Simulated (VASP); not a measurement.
Write the native input for VASP 6.6.1 that does the following.

| Quantity | Value |
| --- | --- |
| Task | single point |
| Functional | r2SCAN |
| Potentials or basis | VASP PAW PBE potentials, release 64 (C) |
| Cutoff | 520 eV |
| k mesh | 12 × 12 × 12 |
| Occupations | gaussian, width 0.05 eV |
| Spin | no spin polarisation |
| Dipole correction | no |
| Further INCAR settings | ALGO = Normal; EDIFF = 1e-06; NBANDS = 11 |

C:

```
C
1.0
     0.00000    2.05878    1.33821
     2.05878    0.00000    1.33821
     2.05878    2.05878    0.00000
C
2
Direct
  0.50000 0.50000 0.50000
  0.75000 0.75000 0.75000
```

This cell differs from its parent crystal: ratio of the length along z to the lengths across it x 0.65, volume and fractional coordinates fixed.

The input as run:

POSCAR

```
C
1.0
    0.0000000000      2.0587849117      1.3382101926
    2.0587849117      0.0000000000      1.3382101926
    2.0587849117      2.0587849117      0.0000000000
C
2
Direct
    0.5000000000      0.5000000000      0.5000000000
    0.7500000000      0.7500000000      0.7500000000
```

INCAR.step1

```
PREC = Accurate ; ENCUT = 520
ISMEAR = 0 ; SIGMA = 0.05
LREAL = False ; LASPH = True
NELM = 60 ; NBANDS = 11
GGA = PE ; ALGO = Normal
EDIFF = 1E-4 ; LWAVE = True
LCHARG = False
```

INCAR.step2

```
PREC = Accurate ; ENCUT = 520
EDIFF = 1E-6 ; ISMEAR = 0
SIGMA = 0.05 ; LREAL = False
LASPH = True ; NELM = 60
ALGO = Normal ; ISIF = 2
LWAVE = False ; LCHARG = False
METAGGA = R2SCAN ; LMIXTAU = True
NBANDS = 11 ; ISTART = 1
```

KPOINTS

```
Automatic mesh
0
Gamma
  12 12 12
```

Potentials or basis: VASP PAW PBE potentials, release 64 (C).

Run with:

```console
$ cat potpaw_PBE.64/C/POTCAR > POTCAR
$ cp INCAR.step1 INCAR
$ mpirun -np 1 vasp_std > vasp.out
$ cp INCAR.step2 INCAR
$ mpirun -np 1 vasp_std > vasp.out
```

Results of the run:

```
Pressure               : 0.9 GPa
Band gap on the k mesh : zero (band 4 reaches 13.22 eV, above the bottom of band 5 at 7.86 eV)
```

Caveat: the PAW data sets were made with another functional, which shifts forces and pressure a little.

It took 100 s on 1 thread of Intel(R) Xeon(R) Platinum 8375C CPU @ 2.90GHz (Ice Lake) (shared host), peak memory 0.13 GiB.
